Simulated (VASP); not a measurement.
# Sb (R-3m) in VASP: notebook

Sb is run at these levels: PBEsol; tasks: single point, relaxation of shape and atoms at fixed volume.

Everything below comes from runs of VASP 6.6.1. Logs are shortened: lines on timing, memory, paths and dates and some standing lists are left out, and cuts for length are marked.

## (1) The cell of the first run

The structure is trigonal, space group R-3m (No. 166). The conventional cell has a = 4.367 Å, b = 4.367 Å, c = 11.482 Å, α = 90.00°, β = 90.00°, γ = 120.00°. Within 3.9 Å of Sb (site symmetry 3m) lie 6 Sb at 2.94 to 3.42 Å.

## (2) Single point, PBEsol (31.61 Å³/atom)

Contents of INCAR:

```
PREC     = Accurate       # precision mode
ENCUT    = 520            # plane-wave cutoff, eV
EDIFF    = 1E-6           # SCF threshold, eV
ISMEAR   = 0              # smearing method
SIGMA    = 0.1            # smearing width, eV
LREAL    = F              # projectors in reciprocal space
LASPH    = T              # aspherical terms in the spheres
NELM     = 80             # most SCF steps
ALGO     = Normal         # electronic algorithm
ISIF     = 2              # what is computed and relaxed
LWAVE    = F              # write WAVECAR
LCHARG   = F              # write CHGCAR
GGA      = PS             # functional
NBANDS   = 12             # bands
```

Contents of KPOINTS:

```
Automatic mesh
0
Gamma
  12 12 12
```

Contents of POSCAR:

```
Sb
1.0
    2.1836938127      1.2607562105      3.8273230940
   -2.1836938127      1.2607562105      3.8273230940
    0.0000000000     -2.5215124213      3.8273230939
Sb
2
Direct
    0.2326394056      0.2326394056      0.2326394056
    0.7673605944      0.7673605944      0.7673605944
```

Potentials or basis: VASP PAW PBE potentials, release 64 (Sb).

Started as:

```bash
> cat potpaw_PBE.64/Sb/POTCAR > POTCAR
> mpirun -np 1 vasp_std > vasp.out
```

OUTCAR:

```text
PREC = Accurate
   ENCUT = 520
   EDIFF = 1E-6
   ISMEAR = 0
   LREAL = F
   LASPH = T
   NELM = 80
   ISIF = 2
   GGA = PS

 ion  position               nearest neighbor table
   1  0.233  0.233  0.233-   2 2.94   2 2.94   2 2.94   2 3.42   2 3.42   2 3.42
   2  0.767  0.767  0.767-   1 2.94   1 2.94   1 2.94   1 3.42   1 3.42   1 3.42

  LATTYP: Found a trigonal (rhomboedric) cell.
 ALAT       =     4.5832768797
 COS(alpha) =     0.5459943114

  Lattice vectors:

 A1 = (   2.1836938127,   1.2607562105,   3.8273230940)
 A2 = (  -2.1836938127,   1.2607562105,   3.8273230940)
 A3 = (   0.0000000000,  -2.5215124213,   3.8273230939)

Analysis of symmetry for initial positions (statically):
=====================================================================
 Subroutine PRICEL returns:
 Original cell was already a primitive cell.

 Routine SETGRP: Setting up the symmetry group for a
 trigonal (rhombohedral) supercell.

 Subroutine GETGRP returns: Found 12 space group operations
 (whereof 12 operations were pure point group operations)
 out of a pool of 12 trial point group operations.

The static configuration has the point symmetry D_3d.

Analysis of symmetry for dynamics (positions and initial velocities):
=====================================================================
 Subroutine PRICEL returns:
 Original cell was already a primitive cell.

 Routine SETGRP: Setting up the symmetry group for a
 trigonal (rhombohedral) supercell.

 Subroutine GETGRP returns: Found 12 space group operations
 (whereof 12 operations were pure point group operations)
 out of a pool of 12 trial point group operations.

The dynamic configuration has the point symmetry D_3d.

 Subroutine INISYM returns: Found 12 space group operations
 (whereof 12 operations are pure point group operations),
 and found     1 'primitive' translations

----------------------------------------------------------------------------------------

                                     Primitive cell

  volume of cell :      63.2221

  direct lattice vectors                    reciprocal lattice vectors
     2.183693813  1.260756211  3.827323094     0.228969830  0.132195793  0.087093074
    -2.183693813  1.260756211  3.827323094    -0.228969830  0.132195793  0.087093074
     0.000000000 -2.521512421  3.827323094     0.000000000 -0.264391585  0.087093074

  length of vectors
     4.583276880  4.583276880  4.583276880     0.278366869  0.278366869  0.278366869

  position of ions in fractional coordinates (direct lattice)
     0.232639406  0.232639406  0.232639406
     0.767360594  0.767360594  0.767360594

  ion indices of the primitive-cell ions
   primitive index   ion index
                 1           1
                 2           2

----------------------------------------------------------------------------------------

 KPOINTS: Automatic mesh

Automatic generation of k-mesh.
 Grid dimensions read from file:
 generate k-points for:   12   12   12

 Generating k-lattice:

  Cartesian coordinates                     Fractional coordinates (reciprocal lattice)
     0.019080819  0.011016316  0.007257756     0.083333333  0.000000000  0.000000000
    -0.019080819  0.011016316  0.007257756     0.000000000  0.083333333  0.000000000
     0.000000000 -0.022032632  0.007257756     0.000000000  0.000000000  0.083333333

  Length of vectors
     0.023197239  0.023197239  0.023197239

  Shift w.r.t. Gamma in fractional coordinates (k-lattice)
     0.000000000  0.000000000  0.000000000

 Subroutine IBZKPT returns following result:
 ===========================================

 Found    189 irreducible k-points:

 Following reciprocal coordinates:
            Coordinates               Weight
  0.000000  0.000000  0.000000      1.000000
  0.083333  0.000000  0.000000      6.000000
  0.166667  0.000000 -0.000000      6.000000
  0.250000  0.000000  0.000000      6.000000
  0.333333  0.000000  0.000000      6.000000
  0.416667  0.000000  0.000000      6.000000
[... 16 lines left out ...]
  0.500000  0.166667  0.000000     12.000000
 -0.416667  0.166667 -0.000000     12.000000
 [... further k-points ...]
   k-points           NKPTS =    189   k-points in BZ     NKDIM =    189   number of bands    NBANDS=     12
   number of dos      NEDOS =    301   number of ions     NIONS =      2
   total plane-waves  NPLWV =  46656
   dimension x,y,z NGX =    36 NGY =   36 NGZ =   36
   dimension x,y,z NGXF=    72 NGYF=   72 NGZF=   72
   ions per type =               2
   NGX,Y,Z   is equivalent  to a cutoff of  13.06, 13.06, 13.06 a.u.
   NGXF,Y,Z  is equivalent  to a cutoff of  26.12, 26.12, 26.12 a.u.
 SYSTEM =  unknown system
   PREC   = accura    normal or accurate (medium, high low for compatibility)
   ISTART =      0    job   : 0-new  1-cont  2-samecut
   ICHARG =      2    charge: 1-file 2-atom 10-const
   ISPIN  =      1    spin polarized calculation?
   LNONCOLLINEAR =      F non collinear calculations
   LSORBIT =      F    spin-orbit coupling
   LASPH  =      T    aspherical Exc in radial PAW
   ENCUT  =  520.0 eV  38.22 Ry    6.18 a.u.   8.52  8.52  8.52*2*pi/ulx,y,z
   NELM   =     80;   NELMIN=  2; NELMDL= -5     # of ELM steps
   EDIFF  = 0.1E-05   stopping-criterion for ELM
   LREAL  =      F    real-space projection
[... 7 lines left out ...]
   TEBEG  =    0.0;   TEEND  =   0.0 temperature during run
   PSTRESS=    0.0 pullay stress
   NELECT =      10.0000    total number of electrons
   NUPDOWN=      -1.0000    fix difference up-down
   EMIN   =  10.00;   EMAX   =-10.00  energy-range for DOS
   EFERMI =   0.00;   METHOD = LEGACY
   ISMEAR =     0;   SIGMA  =   0.10  broadening in eV -4-tet -1-fermi 0-gaus
   EFERMI_NEDOS =   21; number of points for ismear=-14 and -15
   IALGO  =     38    algorithm
   IMIX   =      4    mixing-type and parameters
     AMIX     =   0.40;   BMIX     =  1.00
     AMIX_MAG =   1.60;   BMIX_MAG =  1.00
  volume/ion in A,a.u.               =      31.61       213.32
  Fermi-wavevector in a.u.,A,eV,Ry     =   0.885357  1.673082 10.665022  0.783857
  Thomas-Fermi vector in A             =   2.006380
   LORBIT       =      0    0 simple, 1 ext, 2 COOP (PROOUT), +10 PAW based schemes
   GGA     = PS    functional components
   LHFCALC =     F    Hartree Fock is set to
   AEXX    =    0.0000 exact exchange contribution
   IVDW    =     0    specifies the selected vdW correction
   LEPSILON=     F    determine dielectric tensor
   LRPA    =     F    only Hartree local field effects (RPA)
 non-spin polarized calculation
 Gauss-broadening in eV      SIGMA  =   0.10
  energy-cutoff  :      520.00
  volume of cell :       63.22
 maximum number of plane-waves:      1724
 NGX is ok and might be reduce to    36
   NGX = 17   NGY = 17   NGZ = 17

 number of electron      10.0000000 magnetization

 Free energy of the ion-electron system (eV)
  ---------------------------------------------------
  ext. energy  EPLUGINS =         0.00000000
  ---------------------------------------------------
  free energy    TOTEN  =        -9.09254919 eV

  energy without entropy =       -9.09197230  energy(sigma->0) =       -9.09226075

 E-fermi :   6.5182     XC(G=0):  -9.4691

 val. band max:        6.4327503049   @ k =   0.4167   0.0833   0.0833
 cond. band min:       6.5393911470   @ k =   0.3333   0.1667   0.1667
 fundamental gap:      0.1066408421
 Fermi energy:         6.5182043319

 k-point     1 :       0.0000    0.0000    0.0000
  band No.  band energies     occupation
      1      -5.8300      2.00000
      2       1.5439      2.00000
      3       4.6345      2.00000
      4       4.8695      2.00000
      5       4.8695      2.00000
      6       8.5254      0.00000
      7       9.1721      0.00000
      8       9.1721      0.00000
      9      11.7187      0.00000
     10      11.7187      0.00000
     11      11.8697      0.00000
     12      13.1465      0.00000

 k-point     2 :       0.0833    0.0000    0.0000
  band No.  band energies     occupation
      1      -5.7567      2.00000
      2       1.2473      2.00000
      3       4.6632      2.00000
      4       4.8482      2.00000
      5       4.9560      2.00000
      6       8.5124      0.00000
      7       8.9625      0.00000
      8       9.0118      0.00000
      9      11.3515      0.00000
     10      11.6814      0.00000
     11      11.7180      0.00000
     12      13.6955      0.00000

 k-point     3 :       0.1667    0.0000   -0.0000
  band No.  band energies     occupation
      1      -5.5377      2.00000
      2       0.5186      2.00000
      3       4.6611      2.00000
      4       4.7964      2.00000
      5       5.2002      2.00000
      6       8.2725      0.00000
      7       8.5062      0.00000
      8       8.5879      0.00000
      9      11.1199      0.00000
     10      11.6463      0.00000
     11      11.9749      0.00000
     12      14.8145      0.00000

 k-point     4 :       0.2500    0.0000    0.0000
  band No.  band energies     occupation
      1      -5.1764      2.00000
      2      -0.4028      2.00000
      3       4.6606      2.00000
      4       4.7404      2.00000
      5       5.4658      2.00000
      6       7.7492      0.00000
      7       7.9515      0.00000
      8       8.0705      0.00000
      9      11.4541      0.00000
     10      12.0638      0.00000
     11      12.5944      0.00000
     12      16.2433      0.00000

 k-point     5 :       0.3333    0.0000    0.0000
  band No.  band energies     occupation
      1      -4.6811      2.00000
      2      -1.3674      2.00000
      3       4.6984      2.00000
      4       4.7009      2.00000
      5       5.7158      2.00000
      6       7.2069      0.00000
      7       7.3751      0.00000
      8       7.6124      0.00000
      9      12.1470      0.00000
     10      12.9378      0.00000
     11      13.4983      0.00000
     12      16.7934      0.00000
[... 228 lines left out ...]
      1      -4.8266      2.00000
      2      -0.7634      2.00000
      3       3.5789      2.00000
      4       3.9536      2.00000
      5       5.0420      2.00000
      6       8.1586      0.00000
      7       8.9344      0.00000
      8       9.2488      0.00000
      9      10.5197      0.00000
     10      13.5608      0.00000
     11      14.0606      0.00000
     12      15.4282      0.00000

 k-point    22 :       0.4167    0.1667    0.0000
  band No.  band energies     occupation
      1      -4.3160      2.00000
      2      -1.5909      2.00000
      3       3.3914      2.00000
      4       3.9206      2.00000
      5       4.7968      2.00000
      6       8.3446      0.00000
      7       8.5475      0.00000
      8       9.0661      0.00000
      9      11.0518      0.00000
     10      14.2848      0.00000
     11      15.1576      0.00000
     12      15.6114      0.00000

 k-point    23 :       0.5000    0.1667    0.0000
  band No.  band energies     occupation
      1      -3.7172      2.00000
      2      -2.3962      2.00000
      3       3.1602      2.00000
      4       4.0810      2.00000
      5       4.7892      2.00000
      6       8.0079      0.00000
      7       8.1125      0.00000
      8       9.2555      0.00000
      9      12.0798      0.00000
     10      14.3343      0.00000
     11      15.2402      0.00000
     12      15.5007      0.00000

 k-point    24 :      -0.4167    0.1667   -0.0000
  band No.  band energies     occupation
      1      -3.4481      2.00000
      2      -2.7207      2.00000
      3       2.9991      2.00000
      4       4.3968      2.00000
      5       4.9558      2.00000
      6       7.5289      0.00000
      7       7.7651      0.00000
      8       9.5446      0.00000
      9      12.9903      0.00000
     10      13.5551      0.00000
     11      14.1812      0.00000
     12      16.3536      0.00000

 [... further k-points ...]

------------------------ aborting loop because EDIFF is reached ----------------------------------------

  FORCE on cell =-STRESS in cart. coord.  units (eV):
  Direction    XX          YY          ZZ          XY          YZ          ZX
  --------------------------------------------------------------------------------------
  -------------------------------------------------------------------------------------
  Total       -0.7491828     -0.7491828     -0.7763324      0.0000000      0.0000000      0.0000000
  in kB      -18.9858118    -18.9858119    -19.6738364      0.0000000      0.0000000      0.0000000
  external PRESSURE =     -19.2151534 kB  Pullay stress =       0.0000000 kB

 VOLUME and BASIS-vectors are now :
 -----------------------------------------------------------------------------
  energy-cutoff  :      520.00
  volume of cell :       63.22
      direct lattice vectors                 reciprocal lattice vectors
     2.183693813  1.260756211  3.827323094     0.228969830  0.132195793  0.087093074
    -2.183693813  1.260756211  3.827323094    -0.228969830  0.132195793  0.087093074
     0.000000000 -2.521512421  3.827323094     0.000000000 -0.264391585  0.087093074

 POSITION                                       TOTAL-FORCE (eV/Angst)
 -----------------------------------------------------------------------------------
      0.00000     -0.00000      2.67116         0.000000     -0.000000      0.048860
      0.00000     -0.00000      8.81081         0.000000      0.000000     -0.048860
 -----------------------------------------------------------------------------------
    total drift:                                0.000000     -0.000000      0.000000

  FREE ENERGIE OF THE ION-ELECTRON SYSTEM (eV)
  ---------------------------------------------------
  free  energy   TOTEN  =        -9.0925491930 eV

  energy  without entropy=       -9.0919723021  energy(sigma->0) =       -9.09226075
```

Wall time 2.6 min (1 thread of Intel Xeon 8259CL, shared host); peak memory 0.28 GiB.

Results:

```yaml
Free_energy: -9.0925 eV
Pressure: -1.9 GPa
Largest_force: 0.049 eV/Å
Band_gap_on_the_k_mesh: zero (bands 5 and 6 overlap by 0.22 eV)
```

Forces in eV/Å, atoms in the order of the input:
```
Sb   0.000  0.000  0.049
Sb   0.000  0.000 -0.049
```

Levels at points of the mesh, in eV from the Fermi level:
```tsv
k point	band 3	band 4	band 5	band 6	band 7	band 8
(0.00, 0.00, 0.00)	-1.88	-1.65	-1.65	2.01	2.65	2.65
(0.50, 0.00, 0.00)	-1.84	-1.72	-0.21	-0.20	0.27	0.68
(0.50, 0.50, 0.00)	-5.11	-3.48	-3.41	1.62	4.77	5.40
(0.50, 0.50, 0.50)	-1.21	-1.21	-0.55	0.29	0.29	1.15
```

Caveat: the PAW data sets were made with another functional, which shifts forces and pressure a little; spin-orbit coupling is left out, which moves the levels of the heavy elements.

## (3) Relaxation of shape and atoms at fixed volume, PBEsol (28.03 Å³/atom)

This run uses another cell than the first one, of 28.03 Å³/atom.

Contents of INCAR:

```
SYSTEM = Sb
ALGO = Normal ; EDIFF = 1E-7
EDIFFG = -0.01 ; ENCUT = 600
GGA = PS ; IBRION = 2
ISIF = 4 ; ISMEAR = 0
LASPH = .TRUE. ; LCHARG = .FALSE.
LREAL = .FALSE. ; LWAVE = .FALSE.
NELM = 100 ; NSW = 50
PREC = Accurate ; SIGMA = 0.1
```

Contents of KPOINTS:

```
k-points
0
G
  12 12 12
  0 0 0
```

Contents of POSCAR:

```
Sb
1.0
    2.1236494330      1.2260895718      3.5886817768
   -2.1236494330      1.2260895718      3.5886817768
    0.0000000000     -2.4521791436      3.5886817768
Sb
2
Direct
    0.2372883932      0.2372883932      0.2372883932
    0.7627116068      0.7627116068      0.7627116068
```

Potentials or basis: VASP PAW PBE potentials, release 64 (Sb).

Started as:

```bash
> cat potpaw_PBE.64/Sb/POTCAR > POTCAR
> mpirun -np 1 vasp_std > vasp.out
```

Run time: 7.4 min. Hardware: 1 thread of Intel Xeon 8259CL, shared host; peak memory 0.29 GiB.

Results (log left out):

```yaml
Free_energy: -9.0841 eV
Energy_gained_by_relaxing: 2.5 meV/atom
Ionic_steps: 7
Pressure_after_relaxing: 3.2 GPa
Band_gap_on_the_k_mesh: zero (bands 5 and 6 overlap by 0.53 eV)
```

The path:
```tsv
step	energy change (eV)	largest force (eV/Å)	pressure (GPa)	volume (Å³)
1	0.0000	0.1898	3.90	56.06
2	-0.0030	0.1090	3.63	56.06
3	-0.0048	0.0228	3.15	56.06
4	-0.0049	0.0104	3.20	56.06
5	-0.0049	0.0070	3.21	56.06
6	-0.0050	0.0028	3.21	56.06
7	-0.0050	0.0014	3.21	56.06
```

Final structure:
```
Sb
1.0
     2.13347    1.23176    3.55572
    -2.13347    1.23176    3.55572
     0.00000   -2.46352    3.55572
Sb
2
Cartesian
  0.0000 0.0000 2.5550
  0.0000 0.0000 8.1122
```

Levels at points of the mesh, in eV from the Fermi level:
| k point | band 2 | band 3 | band 4 | band 5 | band 6 | band 7 | band 8 | band 9 |
| --- | --- | --- | --- | --- | --- | --- | --- | --- |
| (0.00, 0.00, 0.00) | -4.25 | -1.91 | -1.85 | -1.85 | 2.80 | 3.15 | 3.15 | 4.82 |
| (0.50, 0.00, 0.00) | -9.97 | -1.52 | -1.32 | -0.35 | 0.01 | 0.04 | 0.34 | 8.35 |
| (0.50, 0.50, 0.00) | -7.72 | -5.96 | -3.94 | -3.93 | 1.58 | 5.54 | 5.75 | 7.85 |
| (0.50, 0.50, 0.50) | -9.52 | -1.15 | -1.15 | -0.24 | -0.24 | -0.24 | 0.86 | 7.89 |

Caveat: the PAW data sets were made with another functional, which shifts forces and pressure a little; spin-orbit coupling is left out, which moves the levels of the heavy elements.

[end of part 1 of 2]
